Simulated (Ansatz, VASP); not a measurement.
## One calculation of Ru, two programs

The input POSCAR:

```
Ru
1.0
    5.4453429807      0.0000000581      0.0000000000
   -2.7226715406      4.7158053245      0.0000000000
    0.0000000000      0.0000000000      8.5740128134
Ru
16
Direct
    0.1666666666      0.3333333334      0.1250000000
    0.3333333334      0.1666666666      0.3750000000
    0.1666666666      0.3333333334      0.6250000000
    0.3333333334      0.1666666666      0.8750000000
    0.1666666666      0.8333333333      0.1250000000
    0.3333333334      0.6666666666      0.3750000000
    0.1666666666      0.8333333333      0.6250000000
    0.3333333334      0.6666666666      0.8750000000
    0.6666666666      0.3333333334      0.1250000000
    0.8333333333      0.1666666666      0.3750000000
    0.6666666666      0.3333333334      0.6250000000
    0.8333333333      0.1666666666      0.8750000000
    0.6666666666      0.8333333333      0.1250000000
    0.8333333333      0.6666666666      0.3750000000
    0.6666666666      0.8333333333      0.6250000000
    0.8333333333      0.6666666666      0.8750000000
```

INCAR.step1

```
  ALGO = Normal
  EDIFF = 1E-5
  ENCUT = 550
  GGA = PE
  GGA_COMPAT = False
  ISMEAR = 1
  LASPH = True
  LCHARG = False
  LREAL = False
  LWAVE = True
  NBANDS = 126
  NELM = 120
  PREC = Accurate
  SIGMA = 0.1
```

The input INCAR.step2:

```
  ALGO = Normal
  EDIFF = 1E-6
  ENCUT = 550
  GGA_COMPAT = False
  ISIF = 2
  ISMEAR = 1
  ISTART = 1
  LASPH = True
  LCHARG = False
  LMIXTAU = True
  LREAL = False
  LWAVE = False
  METAGGA = R2SCAN
  NBANDS = 126
  NELM = 120
  PREC = Accurate
  SIGMA = 0.1
```

File KPOINTS:

```
k-points
0
Gamma
  4 4 2
```

Input for Ansatz:

```yaml
crystal:
  lattice:
    - [5.4453429807, 5.81e-08, 0.0]
    - [-2.7226715406, 4.7158053245, 0.0]
    - [0.0, 0.0, 8.5740128134]
  atoms:
    - { symbol: Ru, position: [0.1666666666, 0.3333333334, 0.125] }
    - { symbol: Ru, position: [0.3333333334, 0.1666666666, 0.375] }
    - { symbol: Ru, position: [0.1666666666, 0.3333333334, 0.625] }
    - { symbol: Ru, position: [0.3333333334, 0.1666666666, 0.875] }
    - { symbol: Ru, position: [0.1666666666, 0.8333333333, 0.125] }
    - { symbol: Ru, position: [0.3333333334, 0.6666666666, 0.375] }
    - { symbol: Ru, position: [0.1666666666, 0.8333333333, 0.625] }
    - { symbol: Ru, position: [0.3333333334, 0.6666666666, 0.875] }
    - { symbol: Ru, position: [0.6666666666, 0.3333333334, 0.125] }
    - { symbol: Ru, position: [0.8333333333, 0.1666666666, 0.375] }
    - { symbol: Ru, position: [0.6666666666, 0.3333333334, 0.625] }
    - { symbol: Ru, position: [0.8333333333, 0.1666666666, 0.875] }
    - { symbol: Ru, position: [0.6666666666, 0.8333333333, 0.125] }
    - { symbol: Ru, position: [0.8333333333, 0.6666666666, 0.375] }
    - { symbol: Ru, position: [0.6666666666, 0.8333333333, 0.625] }
    - { symbol: Ru, position: [0.8333333333, 0.6666666666, 0.875] }
basis:
  ecutwfc: 500
  xc_grid: 2
hamiltonian:
  xc: r2scan
  pseudopotentials: { kind: paw, azcp: { folder: soft_1 } }
kpoints:
  mp_grid: { grid: [4, 4, 2] }
scf:
  occupations: { method: methfessel_paxton, width: 0.1 }
  max_iter: 120
output:
  forces: true
  stress: true
```

Alike in both runs: task single point; functional r2SCAN; k mesh 4 × 4 × 2; occupations methfessel-paxton of order 1, width 0.1 eV; no spin polarisation.

```csv
,VASP,Ansatz
version,VASP 6.6.1,Ansatz 0.2.0
potentials or method,"VASP PAW PBE potentials, release 64 (Ru_pv), cutoff 550 eV",plane-wave PAW DFT
valence electrons in the cell,224,256
```

|  | VASP | Ansatz | Ansatz less VASP |
| --- | --- | --- | --- |
| pressure (GPa) | -5.1 | -6.0 | -0.93 |
| traceless stress, the component that is largest in VASP (GPa) | 0.77 | 0.71 | -0.061 |

VASP's potentials were made for PBE, not for r2SCAN. VASP's potentials hold 224 valence electrons a cell and Ansatz's 256, so a difference there can come from the potentials and not from the codes.

The k mesh is coarse, so the values compare programs but aren't converged.
